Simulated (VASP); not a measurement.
# Si16C16O (a cell with a defect) in VASP: further runs

Runs on Si16C16O (a cell with a defect). Level: PBE. Tasks: single point.

All numbers are computed with VASP 6.6.1; they aren't measurements. Logs are shortened: lines on timing, memory, paths and dates and some standing lists are left out, and cuts for length are marked.

## Step 1: The cell of the first run

The cell holds a defect, 33 atoms: a = 6.188 Å, b = 6.188 Å, c = 10.129 Å, α = 90.00°, β = 90.00°, γ = 120.00°.

## Step 2: Single point, PBE

INCAR

```
PREC = Accurate
ENCUT = 520
EDIFF = 1E-6
ISMEAR = -1
SIGMA = 0.01
LREAL = Auto
LASPH = True
NELM = 120
ALGO = Normal
ISIF = 2
LWAVE = False
LCHARG = False
GGA = PE
NBANDS = 89
GGA_COMPAT = False
```

KPOINTS

```
regular mesh
0
Gamma
  1 1 1
```

POSCAR

```
Si16C16O
1.0
    6.1879230300      0.0000000600      0.0000000000
   -3.0939615600      5.3588985100      0.0000000000
    0.0000000000      0.0000000000     10.1287833600
Si C O
16 16 1
Direct
    0.3318611918      0.1518507915      0.9354712865
    0.1586181309      0.3307894313      0.4374318062
   -0.0077849009     -0.0009839708      0.6869810275
   -0.0025745999     -0.0035292700      0.1851016981
    0.2883631461      0.6874668322      0.9185014300
    0.1604249178      0.8307100763      0.4351347880
   -0.0200421667      0.4998237970      0.6819484389
   -0.0009887590      0.4953137282      0.1856043251
    0.8302582822      0.1630418916      0.9324326194
    0.6606084290      0.3276805778      0.4365614154
    0.4911957252      0.0040538126      0.6802423110
    0.4957220533     -0.0133544290      0.1862340158
    0.8373630793      0.6673416082      0.9385620821
    0.6614922222      0.8305953083      0.4372740380
    0.4820190064      0.5006763920      0.6901513984
    0.5048169657      0.4873113318      0.1994663059
    0.3289681909      0.1664108732      0.7469221851
    0.1664185409      0.3303318745      0.2466933995
   -0.0048893659     -0.0033184058      0.4981143165
   -0.0004807804      0.0031276950     -0.0032321750
    0.3080877573      0.6765935154      0.7345400465
    0.1622974920      0.8287941975      0.2442994299
   -0.0106496540      0.4979556892      0.4955346384
   -0.0141242396      0.4938533536     -0.0038733181
    0.8269463847      0.1670917911      0.7426079454
    0.6690675065      0.3187619539      0.2509788105
    0.4945489749     -0.0020795374      0.4942965825
    0.4965342180     -0.0238556542     -0.0045934441
    0.8123653904      0.6657595669      0.7508607628
    0.6647845784      0.8244636378      0.2481842992
    0.4912482846      0.4969239417      0.4986027266
    0.5419969776      0.4552291787      0.0190167953
    0.3687827492      0.4776692399      0.9400388637
```

Potentials or basis: VASP PAW PBE potentials, release 64 (Si, C, O).

Launch:

```sh
> cat potpaw_PBE.64/Si/POTCAR potpaw_PBE.64/C/POTCAR potpaw_PBE.64/O/POTCAR > POTCAR
> mpirun -np 1 vasp_gam > vasp.out
```

OUTCAR:

```text
PREC = Accurate
   ENCUT = 520
   EDIFF = 1E-6
   ISMEAR = -1
   LREAL = Auto
   LASPH = True
   NELM = 120
   ISIF = 2
   GGA = PE

 ion  position               nearest neighbor table
   1  0.332  0.152  0.935-  32 1.87  20 1.89  17 1.91  33 1.91  28 1.92   5 2.75  13 3.03   9 3.05
                            11 3.06  12 3.09   4 3.10   3 3.11  15 3.11   9 3.14
   2  0.159  0.331  0.437-  31 1.89  19 1.89  23 1.90  18 1.93  16 3.04  10 3.07  14 3.09   8 3.09
                             6 3.09   3 3.09  15 3.09   7 3.10   6 3.10  14 3.10  10 3.12   4 3.12
   3  0.992  0.999  0.687-  25 1.87  29 1.90  17 1.90  19 1.91   9 3.04   7 3.05  15 3.07  11 3.07
                            14 3.09   2 3.09  13 3.11   1 3.11  11 3.12  15 3.12   6 3.12   7 3.14
   4  0.997  0.996  0.185-  22 1.88  30 1.89  18 1.89  20 1.91  13 3.06  12 3.07   8 3.08   6 3.09
                            16 3.09   1 3.10  16 3.10   8 3.11  12 3.11   2 3.12   9 3.12  14 3.12
   5  0.288  0.687  0.919-  33 1.62  28 1.78  24 1.82  21 1.87  13 2.74   1 2.75   7 2.92  11 2.96
                             9 3.06  15 3.08   8 3.13
   6  0.160  0.831  0.435-  23 1.89  19 1.89  27 1.89  22 1.93  11 3.05   7 3.07   4 3.09  10 3.09
                            14 3.09   2 3.09  12 3.10   2 3.10  14 3.10   8 3.10  10 3.10   3 3.12
   7  0.980  0.500  0.682-  21 1.84  25 1.89  23 1.89  29 1.92   5 2.92  10 3.02  11 3.05   3 3.05
                             6 3.07  15 3.08  13 3.09   2 3.10  15 3.11   9 3.12   3 3.14  11 3.14
   8  0.999  0.495  0.186-  22 1.88  18 1.89  26 1.89  24 1.92  16 3.04  12 3.06  13 3.08   4 3.08
                             2 3.09   6 3.10   4 3.11   9 3.12  10 3.12  12 3.13   5 3.13
   9  0.830  0.163  0.932-  20 1.88  24 1.89  28 1.90  25 1.92   3 3.04   1 3.05   5 3.06  13 3.09
                            13 3.10   7 3.12   8 3.12   4 3.12  12 3.13  11 3.14   1 3.14
  10  0.661  0.328  0.437-  23 1.86  27 1.86  26 1.88  31 1.92  16 2.94  11 3.02   7 3.02   2 3.07
                            14 3.08   6 3.09   6 3.10  14 3.11   2 3.12   8 3.12  12 3.13
  11  0.491  0.004  0.680-  21 1.84  17 1.87  27 1.88  25 1.91   5 2.96  10 3.02   7 3.05   6 3.05
                             1 3.06   3 3.07  14 3.07  15 3.09  15 3.10   3 3.12   9 3.14   7 3.14
  12  0.496  0.987  0.186-  22 1.88  30 1.88  26 1.90  28 1.93   8 3.06  14 3.07  16 3.07   4 3.07
                             1 3.09   6 3.10   4 3.11  16 3.12  10 3.13   8 3.13   9 3.13
  13  0.837  0.667  0.939-  24 1.82  32 1.82  20 1.89  29 1.91  33 2.53   5 2.74   1 3.03   4 3.06
                             8 3.08   7 3.09   9 3.09   9 3.10   3 3.11
  14  0.661  0.831  0.437-  27 1.88  19 1.89  31 1.89  30 1.92  16 3.03  12 3.07  11 3.07  10 3.08
                             2 3.09   6 3.09   3 3.09   6 3.10   2 3.10  10 3.11  15 3.11   4 3.12
  15  0.482  0.501  0.690-  29 1.87  17 1.88  21 1.93  31 1.94   3 3.07   5 3.08   7 3.08  11 3.09
                             2 3.09  11 3.10   7 3.11   1 3.11  14 3.11   3 3.12
  16  0.505  0.487  0.199-  26 1.86  32 1.87  30 1.87  18 1.88  10 2.94  14 3.03   8 3.04   2 3.04
                            12 3.07   4 3.09   4 3.10  12 3.12
  17  0.329  0.166  0.747-  11 1.87  15 1.88   3 1.90   1 1.91
  18  0.166  0.330  0.247-  16 1.88   8 1.89   4 1.89   2 1.93
  19  0.995  0.997  0.498-   6 1.89  14 1.89   2 1.89   3 1.91
  20  1.000  0.003  0.997-   9 1.88   1 1.89  13 1.89   4 1.91
  21  0.308  0.677  0.735-   7 1.84  11 1.84   5 1.87  15 1.93
  22  0.162  0.829  0.244-   4 1.88  12 1.88   8 1.88   6 1.93
[... 9 lines left out ...]
  32  0.542  0.455  0.019-  33 1.40  13 1.82  16 1.87   1 1.87
  33  0.369  0.478  0.940-  32 1.40   5 1.62   1 1.91  13 2.53

  LATTYP: Found a hexagonal cell.
 ALAT       =     6.1879230300
 C/A-ratio  =     1.6368631786

  Lattice vectors:

 A1 = (   6.1879230300,   0.0000000600,   0.0000000000)
 A2 = (  -3.0939615600,   5.3588985100,   0.0000000000)
 A3 = (   0.0000000000,   0.0000000000,  10.1287833600)

Analysis of symmetry for initial positions (statically):
=====================================================================
 Subroutine PRICEL returns:
 Original cell was already a primitive cell.

 Routine SETGRP: Setting up the symmetry group for a
 hexagonal supercell.

 Subroutine GETGRP returns: Found  1 space group operations
 (whereof  1 operations were pure point group operations)
 out of a pool of 24 trial point group operations.

The static configuration has the point symmetry C_1 .

Analysis of symmetry for dynamics (positions and initial velocities):
=====================================================================
 Subroutine PRICEL returns:
 Original cell was already a primitive cell.

 Routine SETGRP: Setting up the symmetry group for a
 hexagonal supercell.

 Subroutine GETGRP returns: Found  1 space group operations
 (whereof  1 operations were pure point group operations)
 out of a pool of 24 trial point group operations.

The dynamic configuration has the point symmetry C_1 .

[... 94 lines left out ...]
 Grid dimensions read from file:
 generate k-points for:    1    1    1

 Generating k-lattice:

  Cartesian coordinates                     Fractional coordinates (reciprocal lattice)
     0.161605112  0.093302757  0.000000000     1.000000000  0.000000000  0.000000000
    -0.000000002  0.186605511  0.000000000     0.000000000  1.000000000  0.000000000
     0.000000000  0.000000000  0.098728541     0.000000000  0.000000000  1.000000000

  Length of vectors
     0.186605511  0.186605511  0.098728541

  Shift w.r.t. Gamma in fractional coordinates (k-lattice)
     0.000000000  0.000000000  0.000000000

 Subroutine IBZKPT returns following result:
 ===========================================

 Found      1 irreducible k-points:

 Following reciprocal coordinates:
            Coordinates               Weight
  0.000000  0.000000  0.000000      1.000000
   k-points           NKPTS =      1   k-points in BZ     NKDIM =      1   number of bands    NBANDS=     89
   number of dos      NEDOS =    301   number of ions     NIONS =     33
   total plane-waves  NPLWV = 184320
   dimension x,y,z NGX =    48 NGY =   48 NGZ =   80
   dimension x,y,z NGXF=    96 NGYF=   96 NGZF=  160
   ions per type =              16  16   1
   NGX,Y,Z   is equivalent  to a cutoff of  12.90, 12.90, 13.13 a.u.
   NGXF,Y,Z  is equivalent  to a cutoff of  25.79, 25.79, 26.26 a.u.
 SYSTEM =  unknown system
   PREC   = accura    normal or accurate (medium, high low for compatibility)
   ISTART =      0    job   : 0-new  1-cont  2-samecut
   ICHARG =      2    charge: 1-file 2-atom 10-const
   ISPIN  =      1    spin polarized calculation?
   LNONCOLLINEAR =      F non collinear calculations
   LSORBIT =      F    spin-orbit coupling
   LASPH  =      T    aspherical Exc in radial PAW
   ENCUT  =  520.0 eV  38.22 Ry    6.18 a.u.  11.51 11.51 18.83*2*pi/ulx,y,z
   NELM   =    120;   NELMIN=  2; NELMDL= -5     # of ELM steps
   EDIFF  = 0.1E-05   stopping-criterion for ELM
   LREAL  =      T    real-space projection
   EDIFFG = 0.1E-04   stopping-criterion for IOM
   NSW    =      0    number of steps for IOM
   IBRION =     -1    ionic relax: 0-MD 1-quasi-New 2-CG
   NFREE  =      0    steps in history (QN), initial steepest desc. (CG)
   ISIF   =      2    stress and relaxation
   ISYM   =      2    0-nonsym 1-usesym 2-fastsym
   POTIM  = 0.5000    time-step for ionic-motion
   TEBEG  =    0.0;   TEEND  =   0.0 temperature during run
   PSTRESS=    0.0 pullay stress
   NELECT =     134.0000    total number of electrons
   NUPDOWN=      -1.0000    fix difference up-down
   EMIN   =  10.00;   EMAX   =-10.00  energy-range for DOS
   EFERMI =   0.00;   METHOD = LEGACY
   ISMEAR =    -1;   SIGMA  =   0.01  broadening in eV -4-tet -1-fermi 0-gaus
   EFERMI_NEDOS =   21; number of points for ismear=-14 and -15
   IALGO  =     38    algorithm
   IMIX   =      4    mixing-type and parameters
     AMIX     =   0.40;   BMIX     =  1.00
     AMIX_MAG =   1.60;   BMIX_MAG =  1.00
  volume/ion in A,a.u.               =      10.18        68.68
  Fermi-wavevector in a.u.,A,eV,Ry     =   1.205176  2.277453 19.761775  1.452450
  Thomas-Fermi vector in A             =   2.340880
   LORBIT       =      0    0 simple, 1 ext, 2 COOP (PROOUT), +10 PAW based schemes
   GGA     = PE    functional components
   LHFCALC =     F    Hartree Fock is set to
   AEXX    =    0.0000 exact exchange contribution
   IVDW    =     0    specifies the selected vdW correction
   LEPSILON=     F    determine dielectric tensor
   LRPA    =     F    only Hartree local field effects (RPA)
 non-spin polarized calculation
  energy-cutoff  :      520.00
  volume of cell :      335.88
 maximum number of plane-waves:      4519
 NGX is ok and might be reduce to    48
   NGX = 23   NGY = 23   NGZ = 37

 number of electron     134.0000000 magnetization

 Free energy of the ion-electron system (eV)
  ---------------------------------------------------
  ext. energy  EPLUGINS =         0.00000000
  ---------------------------------------------------
  free energy    TOTEN  =      -227.23973985 eV

  energy without entropy =     -227.23973985  energy(sigma->0) =     -227.23973985

 E-fermi :   8.6329     XC(G=0): -11.3248

 val. band max:        8.3605235781   @ k =   0.0000   0.0000   0.0000
 cond. band min:       9.9890183477   @ k =   0.0000   0.0000   0.0000
 fundamental gap:      1.6284947695
 Fermi energy:         8.6329459606

 k-point     1 :       0.0000    0.0000    0.0000
  band No.  band energies     occupation
      1     -13.9133      2.00000
      2      -6.9738      2.00000
      3      -5.9935      2.00000
      4      -5.6916      2.00000
      5      -4.6955      2.00000
      6      -3.7722      2.00000
[... 71 lines left out ...]
     78      12.8762      0.00000
     79      12.9872      0.00000
 [bands above 79 left out]

------------------------ aborting loop because EDIFF is reached ----------------------------------------

  FORCE on cell =-STRESS in cart. coord.  units (eV):
  Direction    XX          YY          ZZ          XY          YZ          ZX
  --------------------------------------------------------------------------------------
  -------------------------------------------------------------------------------------
  Total       37.1319911     27.1365839     -6.2183136     -7.4549336     -2.9089842      7.3188824
  in kB      177.1255042    129.4458218    -29.6623450    -35.5612193    -13.8763172     34.9122335
  external PRESSURE =      92.3029937 kB  Pullay stress =       0.0000000 kB

 VOLUME and BASIS-vectors are now :
 -----------------------------------------------------------------------------
  energy-cutoff  :      520.00
  volume of cell :      335.88
      direct lattice vectors                 reciprocal lattice vectors
     6.187923030  0.000000060  0.000000000     0.161605112  0.093302757  0.000000000
    -3.093961560  5.358898510  0.000000000    -0.000000002  0.186605511  0.000000000
     0.000000000  0.000000000 10.128783360     0.000000000  0.000000000  0.098728541

 POSITION                                       TOTAL-FORCE (eV/Angst)
 -----------------------------------------------------------------------------------
      1.58371      0.81375      9.47519         0.005002     -0.009765     -0.007182
     -0.04193      1.77267      4.43065         0.000081      0.002898      0.003044
      3.04883      5.35363      6.95828        -0.001609     -0.001797     -0.002634
      3.08895      5.33999      1.87485         0.003067     -0.000054      0.000456
     -0.34263      3.68407      9.30330        -0.016275      0.009508     -0.016959
     -1.57749      4.45169      4.40739        -0.000437     -0.002520      0.005178
[... 25 lines left out ...]
      1.94537      2.43953      0.19262         0.120955     -0.020554      0.080361
      0.80411      2.55978      9.52145        -0.100738      0.005057     -0.058106
 -----------------------------------------------------------------------------------
    total drift:                                0.031072      0.001354      0.031081

  FREE ENERGIE OF THE ION-ELECTRON SYSTEM (eV)
  ---------------------------------------------------
  free  energy   TOTEN  =      -227.2397398545 eV

  energy  without entropy=     -227.2397398545  energy(sigma->0) =     -227.23973985
```

It took 40 s on 1 thread of Intel Xeon 6975P-C (Granite Rapids), shared host; peak memory 0.4 GiB.

What came out:

* Free energy: -227.2397 eV
* Pressure: 9.2 GPa
* Largest force: 0.147 eV/Å
* Band gap on the k mesh: 1.63 eV

Forces in eV/Å, atoms in the order of the input:
```
Si   0.005 -0.010 -0.007
Si   0.000  0.003  0.003
Si  -0.002 -0.002 -0.003
Si   0.003  0.000  0.000
Si  -0.016  0.010 -0.017
Si   0.000 -0.003  0.005
Si   0.005  0.002  0.006
Si   0.000  0.003 -0.003
Si  -0.003  0.010  0.002
Si   0.001  0.002  0.001
Si   0.003 -0.005 -0.001
Si  -0.002  0.000  0.002
Si  -0.012 -0.003  0.002
Si  -0.001  0.002  0.006
Si  -0.005  0.004  0.001
Si   0.002  0.000 -0.012
C    0.008  0.004  0.009
C   -0.002  0.007  0.002
C    0.006  0.005  0.001
C    0.006 -0.002  0.004
C   -0.015  0.005 -0.004
C   -0.007 -0.005 -0.001
C   -0.001 -0.001 -0.006
C   -0.005 -0.010  0.000
C   -0.003  0.002 -0.008
C    0.001 -0.003 -0.002
C   -0.002  0.002 -0.001
C   -0.001  0.003  0.003
C    0.007 -0.002  0.005
C    0.001 -0.004  0.000
C    0.010  0.002 -0.011
C    0.121 -0.021  0.080
O   -0.101  0.005 -0.058
```

Caveat: the k points lie up to 1.17 Å⁻¹ apart.

## Step 3: Single point, PBE

INCAR

```
SYSTEM = Si16C16O
PREC = Accurate
ENCUT = 520
EDIFF = 1E-6
ISMEAR = -1
SIGMA = 0.01
LREAL = Auto
LASPH = .TRUE.
NELM = 120
ALGO = Normal
ISIF = 2
LWAVE = .FALSE.
LCHARG = .FALSE.
GGA = PE
NBANDS = 89
GGA_COMPAT = .FALSE.
```

KPOINTS

```
regular mesh
0
G
  1 1 1
  0 0 0
```

POSCAR

```
Si16C16O
1.0
    6.1879230300      0.0000000600      0.0000000000
   -3.0939615600      5.3588985100      0.0000000000
    0.0000000000      0.0000000000     10.1287833600
Si C O
16 16 1
Direct
    0.3321222944      0.1518632940      0.9367523880
    0.1582791858      0.3311335319      0.4388751188
   -0.0075075978     -0.0014678389      0.6880484805
   -0.0042482925     -0.0027179092      0.1862144675
    0.2922846105      0.6929726278      0.9188065012
    0.1594297112      0.8311834945      0.4357864951
   -0.0194202394      0.5002337693      0.6817368636
   -0.0010503864      0.4964732949      0.1870912757
    0.8307777241      0.1642837513      0.9326501184
    0.6593497359      0.3297789568      0.4367357700
    0.4909395948      0.0060732575      0.6804074838
    0.4948689859     -0.0103067878      0.1869934357
    0.8428931820      0.6668056771      0.9395769128
    0.6599648317      0.8311372108      0.4384010243
    0.4830571127      0.5028059341      0.6938098832
    0.5017308009      0.4893656719      0.1988542877
    0.3282426374      0.1672946369      0.7486881425
    0.1646167802      0.3301963989      0.2484062410
   -0.0059766841     -0.0034070434      0.4991274688
   -0.0011545626      0.0042342657     -0.0027271785
    0.3075956925      0.6793935311      0.7339098622
    0.1612683126      0.8299944442      0.2449780898
   -0.0116085351      0.4977784139      0.4951955059
   -0.0044867185      0.4953689635     -0.0022574281
    0.8265082070      0.1667277238      0.7428984047
    0.6673080018      0.3222113568      0.2502776405
    0.4936672765     -0.0000455373      0.4942504763
    0.4978043525     -0.0169029195     -0.0035086149
    0.8159971720      0.6652521865      0.7522262773
    0.6626305306      0.8259060984      0.2485545312
    0.4908529326      0.4983921538      0.5006292286
    0.5416348972      0.4556042558      0.0184397270
    0.4052465733      0.5078054698      0.9274963899
```

Potentials or basis: VASP PAW PBE potentials, release 64 (Si, C, O).

Launch:

```sh
> cat potpaw_PBE.64/Si/POTCAR potpaw_PBE.64/C/POTCAR potpaw_PBE.64/O/POTCAR > POTCAR
> mpirun -np 1 vasp_gam > vasp.out
```

Run time: 42 s. Hardware: 1 thread of Intel Xeon 6975P-C (Granite Rapids), shared host; peak memory 0.4 GiB.

Results (log left out):

| Property | Result |
| --- | --- |
| Free energy | -227.2078 eV |
| Pressure | 9.3 GPa |
| Largest force | 0.276 eV/Å |
| Band gap on the k mesh | 1.57 eV |

Forces in eV/Å, atoms in the order of the input:
```
Si  -0.008  0.024 -0.027
Si  -0.004 -0.008  0.004
Si   0.005  0.008 -0.003
Si   0.009  0.007  0.007
Si  -0.017  0.014  0.015
Si  -0.006  0.008  0.006
Si  -0.003  0.005  0.007
Si   0.001  0.008  0.000
Si   0.012  0.014  0.001
Si   0.008  0.001  0.006
Si  -0.001 -0.008 -0.002
Si   0.004 -0.005  0.000
Si  -0.002  0.028  0.008
Si   0.014  0.014  0.000
Si  -0.010 -0.011  0.000
Si   0.005  0.006  0.000
C    0.035 -0.014 -0.019
C    0.003  0.021 -0.001
C    0.008  0.009  0.002
C    0.022  0.021  0.004
C   -0.001 -0.001 -0.002
C    0.009  0.009 -0.003
C   -0.006  0.006  0.001
C   -0.023  0.021  0.002
C    0.001  0.016 -0.005
C    0.002  0.000 -0.004
C    0.010 -0.003 -0.012
C    0.032 -0.045 -0.013
C   -0.041  0.011  0.010
C    0.008  0.008 -0.002
C    0.002  0.006 -0.014
C    0.134  0.001  0.119
O   -0.200 -0.171 -0.084
```

Stress tensor (GPa, compression positive):
```
18.20 -4.25  3.06
-4.25 12.97 -1.23
 3.06 -1.23 -3.42
```

Levels at points of the mesh, in eV from the valence-band top:
| k point | band 63 | band 64 | band 65 | band 66 | band 67 | band 68 | band 69 | band 70 | band 71 | band 72 |
| --- | --- | --- | --- | --- | --- | --- | --- | --- | --- | --- |
| (0.00, 0.00, 0.00) | -0.64 | -0.62 | -0.14 | -0.08 | 0.00 | 1.57 | 2.05 | 2.12 | 2.36 | 2.66 |

Caveat: the k points lie up to 1.17 Å⁻¹ apart.
